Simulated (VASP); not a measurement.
# KCl (F-43m) in VASP: a series of runs

Aim: see how the results for KCl move with the level of theory and the settings. Levels: r2SCAN, LDA. Tasks: single point, relaxation of cell and atoms.

All numbers are computed with VASP 6.6.1; they aren't measurements. Logs are shortened: lines on timing, memory, paths and dates and some standing lists are left out, and cuts for length are marked.

## 1. The cell of the first run

Symmetry: F-43m, No. 216, cubic system. The conventional cell has a = 7.015 Å, b = 7.015 Å, c = 7.015 Å, α = 90.00°, β = 90.00°, γ = 90.00°. Within 4.0 Å of K (site symmetry -43m) lie 4 Cl at 3.04 Å. Cl (site symmetry -43m) has 4 K at 3.04 Å within 4.0 Å.

## 2. Single point, r2SCAN

File POSCAR:

```
KCl
1.0
    0.0000000000      3.5072828382      3.5072828382
    3.5072828382      0.0000000000      3.5072828382
    3.5072828382      3.5072828382      0.0000000000
K Cl
1 1
Direct
    0.0000000000      0.0000000000      0.0000000000
    0.2500000000      0.2500000000      0.2500000000
```

File INCAR.step1:

```
PREC     = Accurate       # precision mode
ENCUT    = 520            # plane-wave cutoff, eV
ISMEAR   = -1             # smearing method
SIGMA    = 0.02           # smearing width, eV
LREAL    = F              # projectors in reciprocal space
LASPH    = T              # aspherical terms in the spheres
NELM     = 60             # most SCF steps
NBANDS   = 15             # bands
GGA      = PE             # functional
ALGO     = Normal         # electronic algorithm
EDIFF    = 1E-4           # SCF threshold, eV
LWAVE    = T              # write WAVECAR
LCHARG   = F              # write CHGCAR
```

File INCAR.step2:

```
PREC     = Accurate       # precision mode
ENCUT    = 520            # plane-wave cutoff, eV
EDIFF    = 1E-6           # SCF threshold, eV
ISMEAR   = -1             # smearing method
SIGMA    = 0.02           # smearing width, eV
LREAL    = F              # projectors in reciprocal space
LASPH    = T              # aspherical terms in the spheres
NELM     = 60             # most SCF steps
ALGO     = Normal         # electronic algorithm
ISIF     = 2              # what is computed and relaxed
LWAVE    = F              # write WAVECAR
LCHARG   = F              # write CHGCAR
METAGGA  = R2SCAN         # meta-GGA
LMIXTAU  = T            
NBANDS   = 15             # bands
ISTART   = 1
```

File KPOINTS:

```
regular mesh
0
Gamma
  6 6 6
```

Potentials or basis: VASP PAW PBE potentials, release 64 (K_sv, Cl).

On the command line:

```sh
$ cat potpaw_PBE.64/K_sv/POTCAR potpaw_PBE.64/Cl/POTCAR > POTCAR
$ cp INCAR.step1 INCAR
$ mpirun -np 1 vasp_std > vasp.out
$ cp INCAR.step2 INCAR
$ mpirun -np 1 vasp_std > vasp.out
```

OUTCAR:

```text
PREC = Accurate
   ENCUT = 520
   EDIFF = 1E-6
   ISMEAR = -1
   LREAL = F
   LASPH = T
   NELM = 60
   ISIF = 2
   METAGGA = R2SCAN
   ISTART = 1

 ion  position               nearest neighbor table
   1  0.000  0.000  0.000-   2 3.04   2 3.04   2 3.04   2 3.04
   2  0.250  0.250  0.250-   1 3.04   1 3.04   1 3.04   1 3.04

  LATTYP: Found a face centered cubic cell.
 ALAT       =     7.0145656764

  Lattice vectors:

 A1 = (   0.0000000000,   3.5072828382,   3.5072828382)
 A2 = (   3.5072828382,   0.0000000000,   3.5072828382)
 A3 = (   3.5072828382,   3.5072828382,   0.0000000000)

Analysis of symmetry for initial positions (statically):
=====================================================================
 Subroutine PRICEL returns:
 Original cell was already a primitive cell.

 Routine SETGRP: Setting up the symmetry group for a
 face centered cubic supercell.

 Subroutine GETGRP returns: Found 24 space group operations
 (whereof 24 operations were pure point group operations)
 out of a pool of 48 trial point group operations.

The static configuration has the point symmetry T_d .

Analysis of symmetry for dynamics (positions and initial velocities):
=====================================================================
 Subroutine PRICEL returns:
 Original cell was already a primitive cell.

 Routine SETGRP: Setting up the symmetry group for a
 face centered cubic supercell.

 Subroutine GETGRP returns: Found 24 space group operations
 (whereof 24 operations were pure point group operations)
 out of a pool of 48 trial point group operations.

The dynamic configuration has the point symmetry T_d .

 Subroutine INISYM returns: Found 24 space group operations
 (whereof 24 operations are pure point group operations),
 and found     1 'primitive' translations

----------------------------------------------------------------------------------------

                                     Primitive cell

  volume of cell :      86.2864

  direct lattice vectors                    reciprocal lattice vectors
     0.000000000  3.507282838  3.507282838    -0.142560501  0.142560501  0.142560501
     3.507282838  0.000000000  3.507282838     0.142560501 -0.142560501  0.142560501
     3.507282838  3.507282838  0.000000000     0.142560501  0.142560501 -0.142560501

  length of vectors
     4.960046957  4.960046957  4.960046957     0.246922032  0.246922032  0.246922032

  position of ions in fractional coordinates (direct lattice)
     0.000000000  0.000000000  0.000000000
     0.250000000  0.250000000  0.250000000

  ion indices of the primitive-cell ions
   primitive index   ion index
                 1           1
                 2           2

----------------------------------------------------------------------------------------

 KPOINTS: regular mesh

Automatic generation of k-mesh.
 Grid dimensions read from file:
 generate k-points for:    6    6    6

 Generating k-lattice:

  Cartesian coordinates                     Fractional coordinates (reciprocal lattice)
    -0.023760084  0.023760084  0.023760084     0.166666667  0.000000000  0.000000000
     0.023760084 -0.023760084  0.023760084     0.000000000  0.166666667  0.000000000
     0.023760084  0.023760084 -0.023760084     0.000000000  0.000000000  0.166666667

  Length of vectors
     0.041153672  0.041153672  0.041153672

  Shift w.r.t. Gamma in fractional coordinates (k-lattice)
     0.000000000  0.000000000  0.000000000

 Subroutine IBZKPT returns following result:
 ===========================================

 Found     16 irreducible k-points:

 Following reciprocal coordinates:
            Coordinates               Weight
  0.000000  0.000000  0.000000      1.000000
  0.166667  0.000000  0.000000      8.000000
  0.333333  0.000000  0.000000      8.000000
  0.500000  0.000000  0.000000      4.000000
  0.166667  0.166667  0.000000      6.000000
  0.333333  0.166667  0.000000     24.000000
[... 8 lines left out ...]
 -0.333333  0.333333  0.166667     24.000000
 -0.333333  0.500000  0.166667     12.000000
   k-points           NKPTS =     16   k-points in BZ     NKDIM =     16   number of bands    NBANDS=     15
   number of dos      NEDOS =    301   number of ions     NIONS =      2
   total plane-waves  NPLWV =  64000
   dimension x,y,z NGX =    40 NGY =   40 NGZ =   40
   dimension x,y,z NGXF=    80 NGYF=   80 NGZF=   80
   ions per type =               1   1
   NGX,Y,Z   is equivalent  to a cutoff of  13.41, 13.41, 13.41 a.u.
   NGXF,Y,Z  is equivalent  to a cutoff of  26.81, 26.81, 26.81 a.u.
 SYSTEM =  unknown system
   PREC   = accura    normal or accurate (medium, high low for compatibility)
   ISTART =      1    job   : 0-new  1-cont  2-samecut
   ICHARG =      0    charge: 1-file 2-atom 10-const
   ISPIN  =      1    spin polarized calculation?
   LNONCOLLINEAR =      F non collinear calculations
   LSORBIT =      F    spin-orbit coupling
   LASPH  =      T    aspherical Exc in radial PAW
   ENCUT  =  520.0 eV  38.22 Ry    6.18 a.u.   9.22  9.22  9.22*2*pi/ulx,y,z
   NELM   =     60;   NELMIN=  2; NELMDL=  0     # of ELM steps
   EDIFF  = 0.1E-05   stopping-criterion for ELM
   LREAL  =      F    real-space projection
   EDIFFG = 0.1E-04   stopping-criterion for IOM
   NSW    =      0    number of steps for IOM
   IBRION =     -1    ionic relax: 0-MD 1-quasi-New 2-CG
   NFREE  =      0    steps in history (QN), initial steepest desc. (CG)
   ISIF   =      2    stress and relaxation
   ISYM   =      2    0-nonsym 1-usesym 2-fastsym
   POTIM  = 0.5000    time-step for ionic-motion
   TEBEG  =    0.0;   TEEND  =   0.0 temperature during run
   PSTRESS=    0.0 pullay stress
   NELECT =      16.0000    total number of electrons
   NUPDOWN=      -1.0000    fix difference up-down
   EMIN   =  10.00;   EMAX   =-10.00  energy-range for DOS
   EFERMI =   0.00;   METHOD = LEGACY
   ISMEAR =    -1;   SIGMA  =   0.02  broadening in eV -4-tet -1-fermi 0-gaus
   EFERMI_NEDOS =   21; number of points for ismear=-14 and -15
   IALGO  =     38    algorithm
   IMIX   =      4    mixing-type and parameters
     AMIX     =   0.40;   BMIX     =  1.00
     AMIX_MAG =   1.60;   BMIX_MAG =  1.00
  volume/ion in A,a.u.               =      43.14       291.14
  Fermi-wavevector in a.u.,A,eV,Ry     =   0.933542  1.764139 11.857496  0.871501
  Thomas-Fermi vector in A             =   2.060255
   LORBIT       =      0    0 simple, 1 ext, 2 COOP (PROOUT), +10 PAW based schemes
   METAGGA = R2SCAN    functional components
   LHFCALC =     F    Hartree Fock is set to
   AEXX    =    0.0000 exact exchange contribution
   IVDW    =     0    specifies the selected vdW correction
   LEPSILON=     F    determine dielectric tensor
   LRPA    =     F    only Hartree local field effects (RPA)
 non-spin polarized calculation
  energy-cutoff  :      520.00
  volume of cell :       86.29
 maximum number of plane-waves:      2346
 NGX is ok and might be reduce to    40
   NGX = 19   NGY = 19   NGZ = 19

 number of electron      16.0000000 magnetization

 Free energy of the ion-electron system (eV)
  ---------------------------------------------------
  ext. energy  EPLUGINS =         0.00000000
  ---------------------------------------------------
  free energy    TOTEN  =       -16.22196859 eV

  energy without entropy =      -16.22196859  energy(sigma->0) =      -16.22196859

 E-fermi :  -3.0776     XC(G=0):  -6.3705

 val. band max:       -3.5949982778   @ k =   0.5000   0.5000   0.0000
 cond. band min:       1.7581367551   @ k =   0.0000   0.0000   0.0000
 fundamental gap:      5.3531350328
 Fermi energy:        -3.0775965341

 k-point     1 :       0.0000    0.0000    0.0000
  band No.  band energies     occupation
      1     -31.9432      2.00000
      2     -15.8894      2.00000
      3     -14.6655      2.00000
      4     -14.6655      2.00000
      5     -14.6655      2.00000
      6      -3.6319      2.00000
      7      -3.6319      2.00000
      8      -3.6319      2.00000
      9       1.7581      0.00000
     10       6.5446      0.00000
     11       6.5446      0.00000
     12       7.5519      0.00000
     13       7.5519      0.00000
     14       7.5519      0.00000
     15       8.7236      0.00000

 k-point     2 :       0.1667    0.0000    0.0000
  band No.  band energies     occupation
      1     -31.9425      2.00000
      2     -15.9352      2.00000
      3     -14.6682      2.00000
      4     -14.6682      2.00000
      5     -14.6146      2.00000
      6      -3.7212      2.00000
      7      -3.6246      2.00000
      8      -3.6246      2.00000
      9       2.1854      0.00000
     10       6.2475      0.00000
     11       6.2475      0.00000
     12       7.1277      0.00000
     13       7.8713      0.00000
     14       8.0127      0.00000
     15       8.0127      0.00000

 k-point     3 :       0.3333    0.0000    0.0000
  band No.  band energies     occupation
      1     -31.9411      2.00000
      2     -16.0168      2.00000
      3     -14.6734      2.00000
      4     -14.6734      2.00000
      5     -14.5234      2.00000
      6      -3.8652      2.00000
      7      -3.6105      2.00000
      8      -3.6105      2.00000
      9       3.1797      0.00000
     10       5.7244      0.00000
     11       6.0651      0.00000
     12       6.0651      0.00000
     13       7.7590      0.00000
     14       7.8805      0.00000
     15       7.8806      0.00000

 k-point     4 :       0.5000    0.0000    0.0000
  band No.  band energies     occupation
      1     -31.9403      2.00000
      2     -16.0537      2.00000
      3     -14.6760      2.00000
      4     -14.6760      2.00000
      5     -14.4820      2.00000
      6      -3.9232      2.00000
      7      -3.6038      2.00000
      8      -3.6038      2.00000
      9       4.1994      0.00000
     10       4.5065      0.00000
     11       6.0736      0.00000
     12       6.0736      0.00000
     13       7.6491      0.00000
     14       7.6491      0.00000
     15       8.3812      0.00000
[... 163 lines left out ...]
 k-point    14 :       0.5000    0.3333    0.1667
  band No.  band energies     occupation
      1     -31.9401      2.00000
      2     -16.0634      2.00000
      3     -14.6939      2.00000
      4     -14.6819      2.00000
      5     -14.4482      2.00000
      6      -3.8684      2.00000
      7      -3.6750      2.00000
      8      -3.6025      2.00000
      9       3.6499      0.00000
     10       4.8342      0.00000
     11       6.2816      0.00000
     12       6.6009      0.00000
     13       7.8816      0.00000
     14       8.0538      0.00000
     15       8.4148      0.00000

 k-point    15 :      -0.3333    0.3333    0.1667
  band No.  band energies     occupation
      1     -31.9396      2.00000
      2     -16.0854      2.00000
      3     -14.7005      2.00000
      4     -14.6855      2.00000
      5     -14.4165      2.00000
      6      -3.8328      2.00000
      7      -3.7401      2.00000
      8      -3.5990      2.00000
      9       3.8773      0.00000
     10       4.7389      0.00000
     11       6.2936      0.00000
     12       6.5949      0.00000
     13       7.7812      0.00000
     14       8.1371      0.00000
     15       8.4581      0.00000

 k-point    16 :      -0.3333    0.5000    0.1667
  band No.  band energies     occupation
      1     -31.9393      2.00000
      2     -16.0964      2.00000
      3     -14.6988      2.00000
      4     -14.6912      2.00000
      5     -14.4014      2.00000
      6      -3.8902      2.00000
      7      -3.6918      2.00000
      8      -3.5986      2.00000
      9       3.7248      0.00000
     10       4.6877      0.00000
     11       7.1001      0.00000
     12       7.1291      0.00000
     13       7.3428      0.00000
     14       7.7547      0.00000
     15       8.3492      0.00000

------------------------ aborting loop because EDIFF is reached ----------------------------------------

  FORCE on cell =-STRESS in cart. coord.  units (eV):
  Direction    XX          YY          ZZ          XY          YZ          ZX
  --------------------------------------------------------------------------------------
  -------------------------------------------------------------------------------------
  Total       -0.0070217     -0.0070217     -0.0070217      0.0000000      0.0000000      0.0000000
  in kB       -0.1303799     -0.1303799     -0.1303799      0.0000000      0.0000000      0.0000000
  external PRESSURE =      -0.1303799 kB  Pullay stress =       0.0000000 kB

 VOLUME and BASIS-vectors are now :
 -----------------------------------------------------------------------------
  energy-cutoff  :      520.00
  volume of cell :       86.29
      direct lattice vectors                 reciprocal lattice vectors
     0.000000000  3.507282838  3.507282838    -0.142560501  0.142560501  0.142560501
     3.507282838  0.000000000  3.507282838     0.142560501 -0.142560501  0.142560501
     3.507282838  3.507282838  0.000000000     0.142560501  0.142560501 -0.142560501

 POSITION                                       TOTAL-FORCE (eV/Angst)
 -----------------------------------------------------------------------------------
      0.00000      0.00000      0.00000         0.000000      0.000000      0.000000
      1.75364      1.75364      1.75364        -0.000000     -0.000000     -0.000000
 -----------------------------------------------------------------------------------
    total drift:                               -0.000000     -0.000000     -0.000000

  FREE ENERGIE OF THE ION-ELECTRON SYSTEM (eV)
  ---------------------------------------------------
  free  energy   TOTEN  =       -16.2219685930 eV

  energy  without entropy=      -16.2219685930  energy(sigma->0) =      -16.22196859
```

Wall time 40 s (1 thread of Intel Xeon 6975P-C (Granite Rapids), shared host); peak memory 0.26 GiB.

Results:

* Free energy: -16.2220 eV
* Pressure: 0.0 GPa
* Band gap on the k mesh: 5.35 eV (least direct gap 5.39 eV)

Caveat: the structure was generated, so it needn't be the stable form of KCl; the PAW data sets were made with another functional, which shifts forces and pressure a little.

(Continued in part 2 of 2.)
